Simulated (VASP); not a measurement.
# K2Sm (P6/mmm) in VASP: further runs, part 2 of 2

VASP 6.6.1.

### 4 Single point, PBE

This run uses another cell than the first one, of 49.81 Å³/atom.

Input file INCAR:

```
SYSTEM = K2Sm
PREC = Accurate
ENCUT = 500
EDIFF = 1E-6
ISMEAR = 0
SIGMA = 0.1
LREAL = .False.
LASPH = .True.
NELM = 200
ALGO = Normal
ISIF = 2
LWAVE = .False.
LCHARG = .False.
GGA = PE
NBANDS = 22
GGA_COMPAT = .False.
LMAXMIX = 6
```

Input file KPOINTS:

```
regular mesh
0
Gamma
  6 6 4
  0 0 0
```

Input file POSCAR:

```
K2Sm
1.0
    6.8579716827     -0.0000000044      0.0000000000
   -3.4289858375      5.9391776979      0.0000000000
    0.0000000000      0.0000000000      3.6689682959
K Sm
2 1
Direct
    0.3333333333      0.6666666667      0.5000000000
    0.6666666667      0.3333333333      0.5000000000
    0.0000000000      0.0000000000      0.0000000000
```

Potentials or basis: VASP PAW PBE potentials, release 64 (K_sv, Sm_3), 4f in core.

The run is started by

```console
> cat potpaw_PBE.64/K_sv/POTCAR potpaw_PBE.64/Sm_3/POTCAR > POTCAR
> mpirun -np 1 vasp_std > vasp.out
```

OUTCAR:

```text
SYSTEM = K2Sm
   PREC = Accurate
   ENCUT = 500
   EDIFF = 1E-6
   ISMEAR = 0
   LREAL = .False.
   LASPH = .True.
   NELM = 200
   ISIF = 2
   GGA = PE

 ion  position               nearest neighbor table
   1  0.333  0.667  0.500-
   2  0.667  0.333  0.500-
   3  0.000  0.000  0.000-

  LATTYP: Found a hexagonal cell.
 ALAT       =     6.8579716827
 C/A-ratio  =     0.5349932116

  Lattice vectors:

 A1 = (   6.8579716827,  -0.0000000044,   0.0000000000)
 A2 = (  -3.4289858375,   5.9391776979,   0.0000000000)
 A3 = (   0.0000000000,   0.0000000000,   3.6689682959)

Analysis of symmetry for initial positions (statically):
=====================================================================
 Subroutine PRICEL returns:
 Original cell was already a primitive cell.

 Routine SETGRP: Setting up the symmetry group for a
 hexagonal supercell.

 Subroutine GETGRP returns: Found 24 space group operations
 (whereof 24 operations were pure point group operations)
 out of a pool of 24 trial point group operations.

The static configuration has the point symmetry D_6h.

Analysis of symmetry for dynamics (positions and initial velocities):
=====================================================================
 Subroutine PRICEL returns:
 Original cell was already a primitive cell.

 Routine SETGRP: Setting up the symmetry group for a
 hexagonal supercell.

 Subroutine GETGRP returns: Found 24 space group operations
 (whereof 24 operations were pure point group operations)
 out of a pool of 24 trial point group operations.

The dynamic configuration has the point symmetry D_6h.

 Subroutine INISYM returns: Found 24 space group operations
 (whereof 24 operations are pure point group operations),
 and found     1 'primitive' translations

----------------------------------------------------------------------------------------

                                     Primitive cell

  volume of cell :     149.4397

  direct lattice vectors                    reciprocal lattice vectors
     6.857971683 -0.000000004  0.000000000     0.145815709  0.084186738  0.000000000
    -3.428985837  5.939177698  0.000000000     0.000000000  0.168373477  0.000000000
     0.000000000  0.000000000  3.668968296     0.000000000  0.000000000  0.272556185

  length of vectors
     6.857971683  6.857971683  3.668968296     0.168373477  0.168373477  0.272556185

  position of ions in fractional coordinates (direct lattice)
     0.333333333  0.666666667  0.500000000
     0.666666667  0.333333333  0.500000000
     0.000000000  0.000000000  0.000000000

  ion indices of the primitive-cell ions
   primitive index   ion index
                 1           1
                 2           2
                 3           3

----------------------------------------------------------------------------------------

 KPOINTS: regular mesh

Automatic generation of k-mesh.
 Grid dimensions read from file:
 generate k-points for:    6    6    4

 Generating k-lattice:

  Cartesian coordinates                     Fractional coordinates (reciprocal lattice)
     0.024302618  0.014031123  0.000000000     0.166666667 -0.000000000  0.000000000
     0.000000000  0.028062246  0.000000000     0.000000000  0.166666667  0.000000000
     0.000000000  0.000000000  0.068139046     0.000000000  0.000000000  0.250000000

  Length of vectors
     0.028062246  0.028062246  0.068139046

  Shift w.r.t. Gamma in fractional coordinates (k-lattice)
     0.000000000  0.000000000  0.000000000

 Subroutine IBZKPT returns following result:
 ===========================================

 Found     21 irreducible k-points:

 Following reciprocal coordinates:
            Coordinates               Weight
  0.000000  0.000000  0.000000      1.000000
  0.166667  0.000000  0.000000      6.000000
  0.333333 -0.000000  0.000000      6.000000
  0.500000  0.000000  0.000000      3.000000
  0.166667  0.166667  0.000000      6.000000
  0.333333  0.166667  0.000000     12.000000
[... 13 lines left out ...]
  0.333333  0.166667  0.500000     12.000000
  0.333333  0.333333  0.500000      2.000000
   k-points           NKPTS =     21   k-points in BZ     NKDIM =     21   number of bands    NBANDS=     22
   number of dos      NEDOS =    301   number of ions     NIONS =      3
   total plane-waves  NPLWV =  70000
   dimension x,y,z NGX =    50 NGY =   50 NGZ =   28
   dimension x,y,z NGXF=   100 NGYF=  100 NGZF=   56
   ions per type =               2   1
   NGX,Y,Z   is equivalent  to a cutoff of  12.12, 12.12, 12.69 a.u.
   NGXF,Y,Z  is equivalent  to a cutoff of  24.24, 24.24, 25.37 a.u.
 SYSTEM =  K2Sm
   PREC   = accura    normal or accurate (medium, high low for compatibility)
   ISTART =      0    job   : 0-new  1-cont  2-samecut
   ICHARG =      2    charge: 1-file 2-atom 10-const
   ISPIN  =      1    spin polarized calculation?
   LNONCOLLINEAR =      F non collinear calculations
   LSORBIT =      F    spin-orbit coupling
   LASPH  =      T    aspherical Exc in radial PAW
   ENCUT  =  500.0 eV  36.75 Ry    6.06 a.u.  12.50 12.50  6.69*2*pi/ulx,y,z
   NELM   =    200;   NELMIN=  2; NELMDL= -5     # of ELM steps
   EDIFF  = 0.1E-05   stopping-criterion for ELM
   LREAL  =      F    real-space projection
[... 7 lines left out ...]
   TEBEG  =    0.0;   TEEND  =   0.0 temperature during run
   PSTRESS=    0.0 pullay stress
   NELECT =      29.0000    total number of electrons
   NUPDOWN=      -1.0000    fix difference up-down
   EMIN   =  10.00;   EMAX   =-10.00  energy-range for DOS
   EFERMI =   0.00;   METHOD = LEGACY
   ISMEAR =     0;   SIGMA  =   0.10  broadening in eV -4-tet -1-fermi 0-gaus
   EFERMI_NEDOS =   21; number of points for ismear=-14 and -15
   IALGO  =     38    algorithm
   IMIX   =      4    mixing-type and parameters
     AMIX     =   0.40;   BMIX     =  1.00
     AMIX_MAG =   1.60;   BMIX_MAG =  1.00
  volume/ion in A,a.u.               =      49.81       336.16
  Fermi-wavevector in a.u.,A,eV,Ry     =   0.947805  1.791091 12.222572  0.898334
  Thomas-Fermi vector in A             =   2.075933
   LORBIT       =      0    0 simple, 1 ext, 2 COOP (PROOUT), +10 PAW based schemes
   GGA     = PE    functional components
   LHFCALC =     F    Hartree Fock is set to
   AEXX    =    0.0000 exact exchange contribution
   IVDW    =     0    specifies the selected vdW correction
   LEPSILON=     F    determine dielectric tensor
   LRPA    =     F    only Hartree local field effects (RPA)
 non-spin polarized calculation
 Gauss-broadening in eV      SIGMA  =   0.10
  energy-cutoff  :      500.00
  volume of cell :      149.44
 maximum number of plane-waves:      3818
   NGX = 25   NGY = 25   NGZ = 13

 number of electron      29.0000000 magnetization

 Free energy of the ion-electron system (eV)
  ---------------------------------------------------
  ext. energy  EPLUGINS =         0.00000000
  ---------------------------------------------------
  free energy    TOTEN  =        -5.13746741 eV

  energy without entropy =       -5.11515796  energy(sigma->0) =       -5.12631269

 E-fermi :   0.8274     XC(G=0):  -7.2143

 val. band max:        0.8098694688   @ k =   0.1667   0.0000   0.0000
 cond. band min:       0.8522217301   @ k =   0.3333   0.3333   0.5000
 fundamental gap:      0.0423522613
 Fermi energy:         0.8273586399

 k-point     1 :       0.0000    0.0000    0.0000
  band No.  band energies     occupation
      1     -41.3940      2.00000
      2     -30.6208      2.00000
      3     -30.6019      2.00000
      4     -20.8055      2.00000
      5     -20.8055      2.00000
      6     -20.3739      2.00000
[... 14 lines left out ...]
     21       3.6722      0.00000
     22       4.0166      0.00000

 k-point     2 :       0.1667    0.0000    0.0000
  band No.  band energies     occupation
      1     -41.3940      2.00000
      2     -30.6197      2.00000
      3     -30.6030      2.00000
      4     -20.8055      2.00000
      5     -20.8055      2.00000
      6     -20.3739      2.00000
[... 14 lines left out ...]
     21       3.6694      0.00000
     22       4.1867      0.00000
[... 448 lines left out ...]
     21       4.2624      0.00000
     22       4.6224      0.00000

 k-point    21 :       0.3333    0.3333    0.5000
  band No.  band energies     occupation
      1     -41.3697      2.00000
      2     -30.5812      2.00000
      3     -30.5812      2.00000
      4     -20.7639      2.00000
      5     -20.7639      2.00000
      6     -20.7630      2.00000
[... 14 lines left out ...]
     21       4.3272      0.00000
     22       4.3273      0.00000

------------------------ aborting loop because EDIFF is reached ----------------------------------------

  FORCE on cell =-STRESS in cart. coord.  units (eV):
  Direction    XX          YY          ZZ          XY          YZ          ZX
  --------------------------------------------------------------------------------------
  -------------------------------------------------------------------------------------
  Total        0.2017739      0.2017739      0.2224275      0.0000000      0.0000000      0.0000000
  in kB        2.1632647      2.1632647      2.3846964      0.0000000      0.0000000      0.0000000
  external PRESSURE =       2.2370753 kB  Pullay stress =       0.0000000 kB

 VOLUME and BASIS-vectors are now :
 -----------------------------------------------------------------------------
  energy-cutoff  :      500.00
  volume of cell :      149.44
      direct lattice vectors                 reciprocal lattice vectors
     6.857971683 -0.000000004  0.000000000     0.145815709  0.084186738  0.000000000
    -3.428985837  5.939177698  0.000000000     0.000000000  0.168373477  0.000000000
     0.000000000  0.000000000  3.668968296     0.000000000  0.000000000  0.272556185

 POSITION                                       TOTAL-FORCE (eV/Angst)
 -----------------------------------------------------------------------------------
      0.00000      3.95945      1.83448         0.000000     -0.000000      0.000000
      3.42899      1.97973      1.83448        -0.000000      0.000000      0.000000
      0.00000      0.00000      0.00000         0.000000      0.000000      0.000000
 -----------------------------------------------------------------------------------
    total drift:                                0.000000     -0.000000      0.000000

  FREE ENERGIE OF THE ION-ELECTRON SYSTEM (eV)
  ---------------------------------------------------
  free  energy   TOTEN  =        -5.1374674114 eV

  energy  without entropy=       -5.1151579634  energy(sigma->0) =       -5.12631269
```

stdout:

```text
POSCAR found type information on POSCAR K Sm
 POSCAR found :  2 types and       3 ions
 scaLAPACK will be used
 LDA part: xc-table for (Slater+PW92), standard interpolation
 POSCAR, INCAR and KPOINTS ok, starting setup
 FFT: planning ... GRIDC
 FFT: planning ... GRID_SOFT
 FFT: planning ... GRID
 WAVECAR not read
 entering main loop
```

Wall time 26 s (1 thread of Intel Xeon 6975P-C (Granite Rapids), shared host); peak memory 0.27 GiB.

Results:

```yaml
Free_energy: -5.1375 eV
Pressure: 0.2 GPa
Band_gap_on_the_k_mesh: zero (an odd number of electrons rules out a gap without spin polarisation)
```

Levels at points of the mesh, in eV from the Fermi level:
| k point | band 13 | band 14 | band 15 | band 16 | band 17 | band 18 |
| --- | --- | --- | --- | --- | --- | --- |
| (0.00, 0.00, 0.00) | -3.00 | -0.48 | 0.19 | 0.19 | 1.07 | 1.07 |
| (0.50, 0.00, 0.00) | -2.23 | -1.18 | -0.53 | 0.34 | 0.67 | 0.80 |
| (0.00, 0.00, 0.50) | -0.30 | -0.16 | -0.16 | 0.34 | 0.70 | 0.70 |
| (0.50, 0.00, 0.50) | -0.46 | -0.12 | -0.06 | 1.24 | 1.31 | 1.34 |

Caveat: the k points lie up to 0.43 Å⁻¹ apart, too coarse for converged energies and pressures of a metal; spin-orbit coupling is left out, which moves the levels of the heavy elements; the 4f electrons are frozen in the core, so they carry no moment and show no levels.

### 5 Summary

```csv
cell,k mesh,gap on the mesh (eV),pressure (GPa)
"a = 4.454, b = 4.454, c = 4.936 Å, angles 90.0, 90.0, 120.0°, 3 atoms",6 × 6 × 4,none,15.9
"a = 6.873, b = 6.873, c = 3.687 Å, angles 90.0, 90.0, 120.0°, 3 atoms",3 × 3 × 6,none,0.2
"a = 6.858, b = 6.858, c = 3.669 Å, angles 90.0, 90.0, 120.0°, 3 atoms",6 × 6 × 4,none,0.2
```

Alike in all rows: task single point; level PBE; potentials or basis VASP PAW PBE potentials, release 64 (K_sv, Sm_3), 4f in core; no spin polarisation; cutoff (eV) 500; smearing gaussian 0.1 eV.

Caveats: some runs use coarse meshes; spin-orbit coupling is left out, which moves the levels of the heavy elements; the 4f electrons are frozen in the core, so they carry no moment and show no levels; the cell stands under pressure (at least some runs).

Absolute energies hang on the potentials; compare differences alone.
